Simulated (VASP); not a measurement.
# BAs (F-43m) in VASP: settings compared

Aim: see how the results for BAs move with the level of theory and the settings. Levels: revPBE, r2SCAN+rVV10. Tasks: single point.

All numbers are computed with VASP 6.6.1; they aren't measurements. Logs are shortened: lines on timing, memory, paths and dates and some standing lists are left out, and cuts for length are marked.

**1. The cell of the first run**

It takes space group F-43m (No. 216, cubic). Conventional cell: a = 4.777 Å, b = 4.777 Å, c = 4.777 Å, α = 90.00°, β = 90.00°, γ = 90.00°. Within 2.7 Å of As (site symmetry -43m) lie 4 B at 2.07 Å. Within 2.7 Å of B (site symmetry -43m) lie 4 As at 2.07 Å.

**2. Single point, revPBE**

Input file INCAR:

```
PREC = Accurate
ENCUT = 520
EDIFF = 1E-6
ISMEAR = -1
SIGMA = 0.05
LREAL = F
LASPH = T
NELM = 60
ALGO = Normal
ISIF = 2
LWAVE = F
LCHARG = F
GGA = RE
NBANDS = 11
```

Input file KPOINTS:

```
regular mesh
0
Gamma
  10 10 10
```

Input file POSCAR:

```
BAs
1.0
    0.0000000000      2.3885000000      2.3885000000
    2.3885000000      0.0000000000      2.3885000000
    2.3885000000      2.3885000000      0.0000000000
As B
1 1
Direct
    0.7500000000      0.7500000000      0.7500000000
    0.0000000000      0.0000000000      0.0000000000
```

Potentials or basis: VASP PAW PBE potentials, release 64 (As, B).

Started as:

```bash
$ cat potpaw_PBE.64/As/POTCAR potpaw_PBE.64/B/POTCAR > POTCAR
$ mpirun -np 1 vasp_std > vasp.out
```

OUTCAR:

```text
PREC = Accurate
   ENCUT = 520
   EDIFF = 1E-6
   ISMEAR = -1
   LREAL = F
   LASPH = T
   NELM = 60
   ISIF = 2
   GGA = RE

 ion  position               nearest neighbor table
   1  0.750  0.750  0.750-   2 2.07   2 2.07   2 2.07   2 2.07
   2  0.000  0.000  0.000-   1 2.07   1 2.07   1 2.07   1 2.07

  LATTYP: Found a face centered cubic cell.
 ALAT       =     4.7770000000

  Lattice vectors:

 A1 = (   0.0000000000,   2.3885000000,   2.3885000000)
 A2 = (   2.3885000000,   0.0000000000,   2.3885000000)
 A3 = (   2.3885000000,   2.3885000000,   0.0000000000)

Analysis of symmetry for initial positions (statically):
=====================================================================
 Subroutine PRICEL returns:
 Original cell was already a primitive cell.

 Routine SETGRP: Setting up the symmetry group for a
 face centered cubic supercell.

 Subroutine GETGRP returns: Found 24 space group operations
 (whereof 24 operations were pure point group operations)
 out of a pool of 48 trial point group operations.

The static configuration has the point symmetry T_d .

Analysis of symmetry for dynamics (positions and initial velocities):
=====================================================================
 Subroutine PRICEL returns:
 Original cell was already a primitive cell.

 Routine SETGRP: Setting up the symmetry group for a
 face centered cubic supercell.

 Subroutine GETGRP returns: Found 24 space group operations
 (whereof 24 operations were pure point group operations)
 out of a pool of 48 trial point group operations.

The dynamic configuration has the point symmetry T_d .

 Subroutine INISYM returns: Found 24 space group operations
 (whereof 24 operations are pure point group operations),
 and found     1 'primitive' translations

----------------------------------------------------------------------------------------

                                     Primitive cell

  volume of cell :      27.2525

  direct lattice vectors                    reciprocal lattice vectors
     0.000000000  2.388500000  2.388500000    -0.209336404  0.209336404  0.209336404
     2.388500000  0.000000000  2.388500000     0.209336404 -0.209336404  0.209336404
     2.388500000  2.388500000  0.000000000     0.209336404  0.209336404 -0.209336404

  length of vectors
     3.377849094  3.377849094  3.377849094     0.362581287  0.362581287  0.362581287

  position of ions in fractional coordinates (direct lattice)
     0.750000000  0.750000000  0.750000000
     0.000000000  0.000000000  0.000000000

  ion indices of the primitive-cell ions
   primitive index   ion index
                 1           1
                 2           2

----------------------------------------------------------------------------------------

 KPOINTS: regular mesh

Automatic generation of k-mesh.
 Grid dimensions read from file:
 generate k-points for:   10   10   10

 Generating k-lattice:

  Cartesian coordinates                     Fractional coordinates (reciprocal lattice)
    -0.020933640  0.020933640  0.020933640     0.100000000  0.000000000  0.000000000
     0.020933640 -0.020933640  0.020933640     0.000000000  0.100000000  0.000000000
     0.020933640  0.020933640 -0.020933640     0.000000000  0.000000000  0.100000000

  Length of vectors
     0.036258129  0.036258129  0.036258129

  Shift w.r.t. Gamma in fractional coordinates (k-lattice)
     0.000000000  0.000000000  0.000000000

 Subroutine IBZKPT returns following result:
 ===========================================

 Found     47 irreducible k-points:

 Following reciprocal coordinates:
            Coordinates               Weight
  0.000000  0.000000  0.000000      1.000000
  0.100000  0.000000  0.000000      8.000000
  0.200000  0.000000  0.000000      8.000000
  0.300000  0.000000  0.000000      8.000000
  0.400000  0.000000  0.000000      8.000000
  0.500000  0.000000  0.000000      4.000000
[... 16 lines left out ...]
  0.300000  0.300000  0.000000      6.000000
  0.400000  0.300000  0.000000     24.000000
 [... further k-points ...]
   k-points           NKPTS =     47   k-points in BZ     NKDIM =     47   number of bands    NBANDS=     11
   number of dos      NEDOS =    301   number of ions     NIONS =      2
   total plane-waves  NPLWV =  21952
   dimension x,y,z NGX =    28 NGY =   28 NGZ =   28
   dimension x,y,z NGXF=    56 NGYF=   56 NGZF=   56
   ions per type =               1   1
   NGX,Y,Z   is equivalent  to a cutoff of  13.78, 13.78, 13.78 a.u.
   NGXF,Y,Z  is equivalent  to a cutoff of  27.56, 27.56, 27.56 a.u.
 SYSTEM =  unknown system
   PREC   = accura    normal or accurate (medium, high low for compatibility)
   ISTART =      0    job   : 0-new  1-cont  2-samecut
   ICHARG =      2    charge: 1-file 2-atom 10-const
   ISPIN  =      1    spin polarized calculation?
   LNONCOLLINEAR =      F non collinear calculations
   LSORBIT =      F    spin-orbit coupling
   LASPH  =      T    aspherical Exc in radial PAW
   ENCUT  =  520.0 eV  38.22 Ry    6.18 a.u.   6.28  6.28  6.28*2*pi/ulx,y,z
   NELM   =     60;   NELMIN=  2; NELMDL= -5     # of ELM steps
   EDIFF  = 0.1E-05   stopping-criterion for ELM
   LREAL  =      F    real-space projection
   EDIFFG = 0.1E-04   stopping-criterion for IOM
   NSW    =      0    number of steps for IOM
   IBRION =     -1    ionic relax: 0-MD 1-quasi-New 2-CG
   NFREE  =      0    steps in history (QN), initial steepest desc. (CG)
   ISIF   =      2    stress and relaxation
   ISYM   =      2    0-nonsym 1-usesym 2-fastsym
   POTIM  = 0.5000    time-step for ionic-motion
   TEBEG  =    0.0;   TEEND  =   0.0 temperature during run
   PSTRESS=    0.0 pullay stress
   NELECT =       8.0000    total number of electrons
   NUPDOWN=      -1.0000    fix difference up-down
   EMIN   =  10.00;   EMAX   =-10.00  energy-range for DOS
   EFERMI =   0.00;   METHOD = LEGACY
   ISMEAR =    -1;   SIGMA  =   0.05  broadening in eV -4-tet -1-fermi 0-gaus
   EFERMI_NEDOS =   21; number of points for ismear=-14 and -15
   IALGO  =     38    algorithm
   IMIX   =      4    mixing-type and parameters
     AMIX     =   0.40;   BMIX     =  1.00
     AMIX_MAG =   1.60;   BMIX_MAG =  1.00
  volume/ion in A,a.u.               =      13.63        91.95
  Fermi-wavevector in a.u.,A,eV,Ry     =   1.088018  2.056057 16.106360  1.183784
  Thomas-Fermi vector in A             =   2.224191
   LORBIT       =      0    0 simple, 1 ext, 2 COOP (PROOUT), +10 PAW based schemes
   GGA     = RE    functional components
   LHFCALC =     F    Hartree Fock is set to
   AEXX    =    0.0000 exact exchange contribution
   IVDW    =     0    specifies the selected vdW correction
   LEPSILON=     F    determine dielectric tensor
   LRPA    =     F    only Hartree local field effects (RPA)
 non-spin polarized calculation
  energy-cutoff  :      520.00
  volume of cell :       27.25
 maximum number of plane-waves:       754
 NGX is ok and might be reduce to    28
   NGX = 13   NGY = 13   NGZ = 13

 number of electron       8.0000000 magnetization

 Free energy of the ion-electron system (eV)
  ---------------------------------------------------
  ext. energy  EPLUGINS =         0.00000000
  ---------------------------------------------------
  free energy    TOTEN  =       -10.84862340 eV

  energy without entropy =      -10.84862333  energy(sigma->0) =      -10.84862336

 E-fermi :   6.7861     XC(G=0): -10.5246

 val. band max:        6.2056631645   @ k =   0.0000   0.0000   0.0000
 cond. band min:       7.4011256643   @ k =   0.4000   0.4000   0.0000
 fundamental gap:      1.1954624998
 Fermi energy:         6.7861081365

 k-point     1 :       0.0000    0.0000    0.0000
  band No.  band energies     occupation
      1      -9.2016      2.00000
      2       6.2057      1.99998
      3       6.2057      1.99998
      4       6.2057      1.99998
      5       9.4805      0.00000
      6       9.4805      0.00000
      7       9.4805      0.00000
      8      10.9088      0.00000
      9      15.8917      0.00000
     10      19.1055      0.00000
     11      19.1055      0.00000

 k-point     2 :       0.1000    0.0000    0.0000
  band No.  band energies     occupation
      1      -9.0373      2.00000
      2       4.8069      2.00000
      3       5.9030      2.00000
      4       5.9030      2.00000
      5       9.6395      0.00000
      6       9.8792      0.00000
      7       9.8792      0.00000
      8      11.7801      0.00000
      9      16.5336      0.00000
     10      18.0641      0.00000
     11      18.0641      0.00000

 k-point     3 :       0.2000    0.0000    0.0000
  band No.  band energies     occupation
      1      -8.5525      2.00000
      2       2.4392      2.00000
      3       5.3269      2.00000
      4       5.3269      2.00000
      5       9.4278      0.00000
      6      10.5983      0.00000
      7      10.5983      0.00000
      8      13.4206      0.00000
      9      17.3518      0.00000
     10      17.3518      0.00000
     11      17.5186      0.00000

 k-point     4 :       0.3000    0.0000    0.0000
  band No.  band energies     occupation
      1      -7.7836      2.00000
      2       0.1459      2.00000
      3       4.8177      2.00000
      4       4.8177      2.00000
      5       9.1549      0.00000
      6      11.0007      0.00000
      7      11.0007      0.00000
      8      14.7069      0.00000
      9      17.6326      0.00000
     10      17.8052      0.00000
     11      17.8052      0.00000
[... 239 lines left out ...]
 k-point    22 :      -0.2000    0.2000    0.0000
  band No.  band energies     occupation
      1      -7.5197      2.00000
      2       0.7246      2.00000
      3       2.1298      2.00000
      4       4.9092      2.00000
      5      10.1519      0.00000
      6      11.3258      0.00000
      7      12.2381      0.00000
      8      13.2463      0.00000
      9      16.0789      0.00000
     10      18.9049      0.00000
     11      20.4416      0.00000

 k-point    23 :       0.3000    0.3000    0.0000
  band No.  band energies     occupation
      1      -7.2829      2.00000
      2       0.9784      2.00000
      3       3.0113      2.00000
      4       3.0113      2.00000
      5       7.6195      0.00000
      6       9.8855      0.00000
      7      14.6806      0.00000
      8      14.6806      0.00000
      9      17.2547      0.00000
     10      21.2513      0.00000
     11      21.3567      0.00000

 k-point    24 :       0.4000    0.3000    0.0000
  band No.  band energies     occupation
      1      -6.5529      2.00000
      2      -0.2701      2.00000
      3       2.2259      2.00000
      4       2.7142      2.00000
      5       7.9205      0.00000
      6       9.6242      0.00000
      7      15.0680      0.00000
      8      15.2972      0.00000
      9      18.3304      0.00000
     10      22.0441      0.00000
     11      22.0888      0.00000

 [... further k-points ...]
[... 5 lines left out ...]
  --------------------------------------------------------------------------------------
  -------------------------------------------------------------------------------------
  Total        0.9115758      0.9115758      0.9115758      0.0000000      0.0000000     -0.0000000
  in kB       53.5917144     53.5917144     53.5917144      0.0000000      0.0000000     -0.0000000
  external PRESSURE =      53.5917144 kB  Pullay stress =       0.0000000 kB

 VOLUME and BASIS-vectors are now :
 -----------------------------------------------------------------------------
  energy-cutoff  :      520.00
  volume of cell :       27.25
      direct lattice vectors                 reciprocal lattice vectors
     0.000000000  2.388500000  2.388500000    -0.209336404  0.209336404  0.209336404
     2.388500000  0.000000000  2.388500000     0.209336404 -0.209336404  0.209336404
     2.388500000  2.388500000  0.000000000     0.209336404  0.209336404 -0.209336404

 POSITION                                       TOTAL-FORCE (eV/Angst)
 -----------------------------------------------------------------------------------
      3.58275      3.58275      3.58275        -0.000000     -0.000000     -0.000000
      0.00000      0.00000      0.00000         0.000000      0.000000      0.000000
 -----------------------------------------------------------------------------------
    total drift:                                0.000000      0.000000      0.000000

  FREE ENERGIE OF THE ION-ELECTRON SYSTEM (eV)
  ---------------------------------------------------
  free  energy   TOTEN  =       -10.8486234004 eV

  energy  without entropy=      -10.8486233275  energy(sigma->0) =      -10.84862336
```

It took 14 s on 1 thread of Intel Xeon 6975P-C, shared host; peak memory 0.16 GiB.

Results:

```
Free energy            : -10.8486 eV
Pressure               : 5.4 GPa
Band gap on the k mesh : 1.20 eV, indirect (least direct gap 3.27 eV)
```

Levels at points of the mesh, in eV from the valence-band top:
```
           k point  band 2  band 3  band 4  band 5  band 6  band 7
(0.00, 0.00, 0.00)    0.00    0.00    0.00    3.27    3.27    3.27
(0.50, 0.00, 0.00)   -8.80   -1.83   -1.83    2.70    4.78    4.78
(0.50, 0.50, 0.00)   -8.56   -4.09   -4.09    1.43    1.48   11.41
```

Caveat: the PAW data sets were made with another functional, which shifts forces and pressure a little. A k mesh can miss the band edges.

**3. Single point, r2SCAN+rVV10**

This run uses another cell than the first one, of 12.81 Å³/atom, 0.940 times its volume.

Input file POSCAR:

```
BAs
1.0
    0.0000000000      2.3397414207      2.3397414207
    2.3397414207      0.0000000000      2.3397414207
    2.3397414207      2.3397414207      0.0000000000
As B
1 1
Direct
    0.7500000000      0.7500000000      0.7500000000
    0.0000000000      0.0000000000      0.0000000000
```

Input file INCAR.step1:

```
ALGO     = Normal         # electronic algorithm
EDIFF    = 1E-4           # SCF threshold, eV
ENCUT    = 520            # plane-wave cutoff, eV
GGA      = PE             # functional
ISMEAR   = -1             # smearing method
LASPH    = T              # aspherical terms in the spheres
LCHARG   = F              # write CHGCAR
LREAL    = F              # projectors in reciprocal space
LWAVE    = T              # write WAVECAR
NBANDS   = 11             # bands
NELM     = 60             # most SCF steps
PREC     = Accurate       # precision mode
SIGMA    = 0.05           # smearing width, eV
```

Input file INCAR.step2:

```
ALGO     = Normal         # electronic algorithm
BPARAM   = 11.95        
CPARAM   = 0.0093       
EDIFF    = 1E-6           # SCF threshold, eV
ENCUT    = 520            # plane-wave cutoff, eV
ISIF     = 2              # what is computed and relaxed
ISMEAR   = -1             # smearing method
ISTART   = 1            
IVDW_NL  = 2            
LASPH    = T              # aspherical terms in the spheres
LCHARG   = F              # write CHGCAR
LMIXTAU  = T            
LREAL    = F              # projectors in reciprocal space
LUSE_VDW = T            
LWAVE    = F              # write WAVECAR
METAGGA  = R2SCAN         # meta-GGA
NBANDS   = 11             # bands
NELM     = 60             # most SCF steps
PREC     = Accurate       # precision mode
SIGMA    = 0.05           # smearing width, eV
```

Input file KPOINTS:

```
k-points
0
Gamma
  10 10 10
```

Potentials or basis: VASP PAW PBE potentials, release 64 (As, B).

Started as:

```bash
$ cat potpaw_PBE.64/As/POTCAR potpaw_PBE.64/B/POTCAR > POTCAR
$ cp INCAR.step1 INCAR
$ mpirun -np 1 vasp_std > vasp.out
$ cp INCAR.step2 INCAR
$ mpirun -np 1 vasp_std > vasp.out
```

Run time: 54 s. Hardware: 1 thread of Intel Xeon 6975P-C (Granite Rapids), shared host; peak memory 0.26 GiB.

Results (log left out):

```
Free energy            : -22.0868 eV
Pressure               : 10.4 GPa
Band gap on the k mesh : 1.27 eV, indirect (least direct gap 3.51 eV)
```

Levels at points of the mesh, in eV from the valence-band top:
| k point | band 1 | band 2 | band 3 | band 4 | band 5 | band 6 | band 7 | band 8 | band 9 |
| --- | --- | --- | --- | --- | --- | --- | --- | --- | --- |
| (0.00, 0.00, 0.00) | -16.77 | 0.00 | 0.00 | 0.00 | 3.51 | 3.51 | 3.51 | 5.99 | 10.65 |
| (0.50, 0.00, 0.00) | -13.50 | -9.75 | -2.05 | -2.05 | 3.35 | 5.10 | 5.10 | 9.65 | 14.11 |
| (0.50, 0.50, 0.00) | -11.96 | -9.45 | -4.60 | -4.60 | 1.49 | 1.59 | 12.78 | 12.78 | 14.47 |

Caveat: the PAW data sets were made with another functional, which shifts forces and pressure a little. r2SCAN opens gaps a little over a GGA but as a rule still falls short of measured ones.
